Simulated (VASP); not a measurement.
# Si8S15 (a cell with a defect) in VASP: single point with PBE+D3(BJ)

Aim: the single point of Si8S15 (a cell with a defect) with PBE+D3(BJ).

Program: VASP 6.6.1. These are calculated values, not measurements. Logs are shortened: lines on timing, memory, paths and dates and some standing lists are left out, and cuts for length are marked.

### 1 The cell of the first run

The cell holds a defect, 23 atoms: a = 7.735 Å, b = 7.735 Å, c = 9.563 Å, α = 90.00°, β = 90.00°, γ = 91.21°.

### 2 Single point, PBE+D3(BJ)

File INCAR:

```
ALGO = Normal
EDIFF = 1E-6
ENCUT = 400
GGA = PE
GGA_COMPAT = False
ISIF = 2
ISMEAR = 0
IVDW = 12
LASPH = True
LCHARG = False
LREAL = False
LWAVE = False
NBANDS = 78
NELECT = 120.0
NELM = 120
PREC = Accurate
SIGMA = 0.05
```

File KPOINTS:

```
k-points
0
Gamma
  4 4 2
```

File POSCAR:

```
Si8S15
1.0
    5.4113830413      0.0000000000      5.5267872967
    5.4113830413      0.0000000000     -5.5267872967
    0.0000000000      9.5632436157      0.0000000000
Si S
8 15
Direct
    0.3761334222      0.6261245881     -0.0011546292
    0.3388587484      0.1539086236      0.4962959421
    0.8725460516      0.1228407024     -0.0006096258
    0.8910962264      0.6201704752      0.5061116494
    0.1261244321      0.8761333934     -0.0011546292
    0.1201705695      0.3910961397      0.5061116494
    0.6228405851      0.3725461689     -0.0006096258
    0.6539088007      0.8388585636      0.4962959421
    0.3913569369      0.3934156374      0.8777151704
    0.8923287070      0.3923286434      0.3823817678
    0.8934155432      0.8913570235      0.8777151704
    0.1057987315      0.1074877779      0.1206122155
    0.1177346997      0.6177345823      0.6284437835
    0.6074876836      0.6057988182      0.1206122155
    0.4214839192     -0.0785161444      0.4171280332
    0.3593171196      0.8593171832      0.8782638336
    0.3577497964      0.3765650672      0.3808548800
    0.8542974888      0.3542976061      0.8772611404
    0.8765652463      0.8577497945      0.3808547755
    0.1305641746      0.1520410279      0.6283568883
    0.1439824277      0.6439824913      0.1204365429
    0.6520411145      0.6305640803      0.6283568883
    0.6400229694      0.1400230868      0.1200557098
```

Potentials or basis: VASP PAW PBE potentials, release 64 (Si, S).

Run with:

```console
> cat potpaw_PBE.64/Si/POTCAR potpaw_PBE.64/S/POTCAR > POTCAR
> mpirun -np 1 vasp_std > vasp.out
```

OUTCAR:

```text
EDIFF = 1E-6
   ENCUT = 400
   GGA = PE
   ISIF = 2
   ISMEAR = 0
   IVDW = 12
   LASPH = True
   LREAL = False
   NELECT = 120.0
   NELM = 120
   PREC = Accurate
 IVDW          = 12

 ion  position               nearest neighbor table
   1  0.376  0.626  0.999-  14 2.14   9 2.15  21 2.15  16 2.15   5 2.76   7 2.77
   2  0.339  0.154  0.496-  20 2.05  17 2.05  15 2.06   6 2.52
   3  0.873  0.123  0.999-  23 2.14  11 2.14  18 2.14  12 2.15   7 2.76   5 2.77
   4  0.891  0.620  0.506-  13 2.11  10 2.12  22 2.19  19 2.20   8 2.52   6 2.53
   5  0.126  0.876  0.999-  12 2.14  11 2.15  21 2.15  16 2.15   1 2.76   3 2.77
   6  0.120  0.391  0.506-  13 2.11  10 2.12  20 2.19  17 2.20   2 2.52   4 2.53
   7  0.623  0.373  0.999-  23 2.14   9 2.14  18 2.14  14 2.15   3 2.76   1 2.77
   8  0.654  0.839  0.496-  22 2.05  19 2.05  15 2.06   4 2.52
   9  0.391  0.393  0.878-   7 2.14   1 2.15
  10  0.892  0.392  0.382-   4 2.12   6 2.12
  11  0.893  0.891  0.878-   3 2.14   5 2.15
  12  0.106  0.107  0.121-   5 2.14   3 2.15
  13  0.118  0.618  0.628-   6 2.11   4 2.11
  14  0.607  0.606  0.121-   1 2.14   7 2.15
  15  0.421  0.921  0.417-   2 2.06   8 2.06
  16  0.359  0.859  0.878-   1 2.15   5 2.15
  17  0.358  0.377  0.381-   2 2.05   6 2.20
  18  0.854  0.354  0.877-   3 2.14   7 2.14
  19  0.877  0.858  0.381-   8 2.05   4 2.20
  20  0.131  0.152  0.628-   2 2.05   6 2.19
  21  0.144  0.644  0.120-   5 2.15   1 2.15
  22  0.652  0.631  0.628-   8 2.05   4 2.19
  23  0.640  0.140  0.120-   7 2.14   3 2.14

  LATTYP: Found a base centered orthorhombic cell.
 ALAT       =    10.8227660826
 B/A-ratio  =     1.0213262034
 C/A-ratio  =     0.8836228689

  Lattice vectors:

 A1 = (   5.4113830413,   0.0000000000,   5.5267872967)
 A2 = (   5.4113830413,   0.0000000000,  -5.5267872967)
 A3 = (   0.0000000000,   9.5632436157,   0.0000000000)

Analysis of symmetry for initial positions (statically):
=====================================================================
 Subroutine PRICEL returns:
 Original cell was already a primitive cell.

 Routine SETGRP: Setting up the symmetry group for a
 base centered orthorhombic supercell.

 Subroutine GETGRP returns: Found  2 space group operations
 (whereof  1 operations were pure point group operations)
 out of a pool of  8 trial point group operations.

The static configuration has the point symmetry C_1 .
 The point group associated with its full space group is C_1h.

Analysis of symmetry for dynamics (positions and initial velocities):
=====================================================================
 Subroutine PRICEL returns:
 Original cell was already a primitive cell.

 Routine SETGRP: Setting up the symmetry group for a
 base centered orthorhombic supercell.

 Subroutine GETGRP returns: Found  2 space group operations
 (whereof  1 operations were pure point group operations)
 out of a pool of  8 trial point group operations.

The dynamic configuration has the point symmetry C_1 .
 The point group associated with its full space group is C_1h.

 Subroutine INISYM returns: Found  2 space group operations
 (whereof  1 operations are pure point group operations),
 and found     1 'primitive' translations

----------------------------------------------------------------------------------------

                                     Primitive cell

  volume of cell :     572.0266

  direct lattice vectors                    reciprocal lattice vectors
     5.411383041  0.000000000  5.526787297     0.092397821  0.000000000  0.090468472
     5.411383041  0.000000000 -5.526787297     0.092397821  0.000000000 -0.090468472
     0.000000000  9.563243616  0.000000000     0.000000000  0.104567032  0.000000000

  length of vectors
     7.734884889  7.734884889  9.563243616     0.129313192  0.129313192  0.104567032

  position of ions in fractional coordinates (direct lattice)
     0.376133422  0.626124588  0.998845371
     0.338858748  0.153908624  0.496295942
     0.872546052  0.122840702  0.999390374
     0.891096226  0.620170475  0.506111649
     0.126124432  0.876133393  0.998845371
     0.120170569  0.391096140  0.506111649
[... 15 lines left out ...]
     0.652041115  0.630564080  0.628356888
     0.640022969  0.140023087  0.120055710

  ion indices of the primitive-cell ions
   primitive index   ion index
                 1           1
                 2           2
                 3           3
                 4           4
                 5           5
                 6           6
[... 15 lines left out ...]
                22          22
                23          23

----------------------------------------------------------------------------------------

 KPOINTS: k-points

Automatic generation of k-mesh.
 Grid dimensions read from file:
 generate k-points for:    4    4    2

 Generating k-lattice:

  Cartesian coordinates                     Fractional coordinates (reciprocal lattice)
     0.023099455  0.000000000  0.022617118     0.250000000 -0.000000000  0.000000000
     0.023099455  0.000000000 -0.022617118    -0.000000000  0.250000000  0.000000000
     0.000000000  0.052283516  0.000000000     0.000000000  0.000000000  0.500000000

  Length of vectors
     0.032328298  0.032328298  0.052283516

  Shift w.r.t. Gamma in fractional coordinates (k-lattice)
     0.000000000  0.000000000  0.000000000

 Subroutine IBZKPT returns following result:
 ===========================================

 Found     14 irreducible k-points:

 Following reciprocal coordinates:
            Coordinates               Weight
  0.000000  0.000000  0.000000      1.000000
  0.250000  0.000000  0.000000      4.000000
  0.500000  0.000000  0.000000      2.000000
  0.250000  0.250000  0.000000      2.000000
  0.500000  0.250000  0.000000      4.000000
 -0.250000  0.250000  0.000000      2.000000
  0.500000  0.500000  0.000000      1.000000
  0.000000  0.000000  0.500000      1.000000
  0.250000  0.000000  0.500000      4.000000
  0.500000  0.000000  0.500000      2.000000
  0.250000  0.250000  0.500000      2.000000
  0.500000  0.250000  0.500000      4.000000
 -0.250000  0.250000  0.500000      2.000000
  0.500000  0.500000  0.500000      1.000000
   k-points           NKPTS =     14   k-points in BZ     NKDIM =     14   number of bands    NBANDS=     78
   number of dos      NEDOS =    301   number of ions     NIONS =     23
   total plane-waves  NPLWV = 160000
   dimension x,y,z NGX =    50 NGY =   50 NGZ =   64
   dimension x,y,z NGXF=   100 NGYF=  100 NGZF=  128
   ions per type =               8  15
   NGX,Y,Z   is equivalent  to a cutoff of  10.75, 10.75, 11.13 a.u.
   NGXF,Y,Z  is equivalent  to a cutoff of  21.49, 21.49, 22.25 a.u.
 SYSTEM =  unknown system
   PREC   = accura    normal or accurate (medium, high low for compatibility)
   ISTART =      0    job   : 0-new  1-cont  2-samecut
   ICHARG =      2    charge: 1-file 2-atom 10-const
   ISPIN  =      1    spin polarized calculation?
   LNONCOLLINEAR =      F non collinear calculations
   LSORBIT =      F    spin-orbit coupling
   LASPH  =      T    aspherical Exc in radial PAW
   ENCUT  =  400.0 eV  29.40 Ry    5.42 a.u.  12.61 12.61 15.60*2*pi/ulx,y,z
   NELM   =    120;   NELMIN=  2; NELMDL= -5     # of ELM steps
   EDIFF  = 0.1E-05   stopping-criterion for ELM
   LREAL  =      F    real-space projection
   EDIFFG = 0.1E-04   stopping-criterion for IOM
   NSW    =      0    number of steps for IOM
   IBRION =     -1    ionic relax: 0-MD 1-quasi-New 2-CG
   NFREE  =      0    steps in history (QN), initial steepest desc. (CG)
   ISIF   =      2    stress and relaxation
   ISYM   =      2    0-nonsym 1-usesym 2-fastsym
   POTIM  = 0.5000    time-step for ionic-motion
   TEBEG  =    0.0;   TEEND  =   0.0 temperature during run
   PSTRESS=    0.0 pullay stress
   NELECT =     120.0000    total number of electrons
   NUPDOWN=      -1.0000    fix difference up-down
   EMIN   =  10.00;   EMAX   =-10.00  energy-range for DOS
   EFERMI =   0.00;   METHOD = LEGACY
   ISMEAR =     0;   SIGMA  =   0.05  broadening in eV -4-tet -1-fermi 0-gaus
   EFERMI_NEDOS =   21; number of points for ismear=-14 and -15
   IALGO  =     38    algorithm
   IMIX   =      4    mixing-type and parameters
     AMIX     =   0.40;   BMIX     =  1.00
     AMIX_MAG =   1.60;   BMIX_MAG =  1.00
  volume/ion in A,a.u.               =      24.87       167.84
  Fermi-wavevector in a.u.,A,eV,Ry     =   0.972739  1.838211 12.874131  0.946222
  Thomas-Fermi vector in A             =   2.103062
   LORBIT       =      0    0 simple, 1 ext, 2 COOP (PROOUT), +10 PAW based schemes
   GGA     = PE    functional components
   LHFCALC =     F    Hartree Fock is set to
   AEXX    =    0.0000 exact exchange contribution
   IVDW    =    12    specifies the selected vdW correction
   LEPSILON=     F    determine dielectric tensor
   LRPA    =     F    only Hartree local field effects (RPA)
 non-spin polarized calculation
 Gauss-broadening in eV      SIGMA  =   0.05
  energy-cutoff  :      400.00
  volume of cell :      572.03
 maximum number of plane-waves:     10414
   NGX = 25   NGY = 25   NGZ = 31

 number of electron     119.9999992 magnetization

 Free energy of the ion-electron system (eV)
  ---------------------------------------------------
  ext. energy  EPLUGINS =         0.00000000
  ---------------------------------------------------
  free energy    TOTEN  =      -122.82298861 eV

  energy without entropy =     -122.82298861  energy(sigma->0) =     -122.82298861

 E-fermi :   2.9110     XC(G=0):  -8.1130

 val. band max:        2.6773136226   @ k =   0.5000   0.5000   0.0000
 cond. band min:       3.2056679001   @ k =  -0.2500   0.2500   0.0000
 fundamental gap:      0.5283542775
 Fermi energy:         2.9110378264

 k-point     1 :       0.0000    0.0000    0.0000
  band No.  band energies     occupation
      1     -13.2414      2.00000
      2     -12.5992      2.00000
      3     -12.1895      2.00000
      4     -11.7329      2.00000
      5     -11.3015      2.00000
      6     -11.0146      2.00000
[... 64 lines left out ...]
     71       6.2316      0.00000
     72       6.3562      0.00000
[... 973 lines left out ...]
     71       6.5089      0.00000
     72       6.6457      0.00000
 [bands above 72 left out]

------------------------ aborting loop because EDIFF is reached ----------------------------------------

 Edisp (eV)   -5.40417

 E8    (eV) :    -2.0164

  FORCE on cell =-STRESS in cart. coord.  units (eV):
  Direction    XX          YY          ZZ          XY          YZ          ZX
  --------------------------------------------------------------------------------------
  -------------------------------------------------------------------------------------
  Total     -18.50680   -19.65389    -6.72592     0.56534     0.00000     0.00000
  in kB     -51.83531   -55.04815   -18.83848     1.58344     0.00000     0.00000
  external pressure =      -41.91 kB  Pullay stress =        0.00 kB

 VOLUME and BASIS-vectors are now :
 -----------------------------------------------------------------------------
  energy-cutoff  :      400.00
  volume of cell :      572.03
      direct lattice vectors                 reciprocal lattice vectors
     5.411383041  0.000000000  5.526787297     0.092397821  0.000000000  0.090468472
     5.411383041  0.000000000 -5.526787297     0.092397821  0.000000000 -0.090468472
     0.000000000  9.563243616  0.000000000     0.000000000  0.104567032  0.000000000

 POSITION                                       TOTAL-FORCE (eV/Angst)
 -----------------------------------------------------------------------------------
      5.42360      9.55220     -1.38165         0.015530      0.013402     -0.005265
      2.66655      4.74620      1.02218        -0.038086     -0.037554      0.156872
      5.38642      9.55741      4.14346         0.014140      0.011629     -0.018385
      8.17804      4.84007      1.49735         0.064639      0.063117     -0.066896
      5.42360      9.55220     -4.14514         0.015530      0.013402      0.005265
      2.76666      4.84007     -1.49735         0.064639      0.063117      0.066896
[... 15 lines left out ...]
      6.94067      6.00913      0.11870         0.124876     -0.010741     -0.102060
      4.22113      1.14812      2.76339         0.033025     -0.013766      0.000000
 -----------------------------------------------------------------------------------
    total drift:                               -0.000321     -0.000293     -0.000365

  FREE ENERGIE OF THE ION-ELECTRON SYSTEM (eV)
  ---------------------------------------------------
  free  energy   TOTEN  =      -128.2271562572 eV

  energy  without entropy=     -128.2271562572  energy(sigma->0) =     -128.22715626
```

It took 8.4 min on 1 thread of Oxide Virtual Turin-like, shared host; peak memory 0.55 GiB.

What came out:

```yaml
Free_energy: -128.2272 eV
Largest_force: 0.803 eV/Å
Dispersion_energy_per_atom: -0.235 eV
```

Forces on the atoms (eV/Å):
```
Si   0.016  0.013 -0.005
Si  -0.038 -0.038  0.157
Si   0.014  0.012 -0.018
Si   0.065  0.063 -0.067
Si   0.016  0.013  0.005
Si   0.065  0.063  0.067
Si   0.014  0.012  0.018
Si  -0.038 -0.038 -0.157
S    0.046  0.056 -0.004
S    0.118  0.116  0.000
S    0.046  0.056  0.004
S   -0.011 -0.029 -0.005
S    0.016  0.009  0.000
S   -0.011 -0.029  0.005
S   -0.586 -0.549  0.000
S   -0.012  0.054  0.000
S   -0.018  0.118  0.110
S   -0.014  0.018  0.000
S   -0.018  0.118 -0.110
S    0.125 -0.011  0.102
S    0.048 -0.004  0.000
S    0.125 -0.011 -0.102
S    0.033 -0.014  0.000
```

Levels at points of the mesh, in eV from the Fermi level:
```csv
k point,band 57,band 58,band 59,band 60,band 61,band 62,band 63,band 64
"(0.00, 0.00, 0.00)",-1.15,-0.87,-0.86,-0.63,0.40,0.49,1.34,1.80
"(0.50, 0.00, 0.00)",-1.18,-1.16,-0.70,-0.68,0.31,0.65,1.49,2.33
"(0.50, 0.50, 0.00)",-1.36,-0.93,-0.88,-0.23,0.34,0.68,1.58,2.39
"(0.00, 0.00, 0.50)",-1.12,-0.98,-0.98,-0.64,0.40,0.59,1.43,2.02
"(0.50, 0.00, 0.50)",-1.14,-1.07,-0.69,-0.65,0.32,0.64,1.45,2.26
"(0.50, 0.50, 0.50)",-1.47,-0.94,-0.90,-0.27,0.33,0.68,1.59,2.41
```

Caveat: the cell carries a net charge on a neutralising background, which shifts energy and pressure; the cell is charged against a uniform background, so pressure and absolute levels hang on convention.
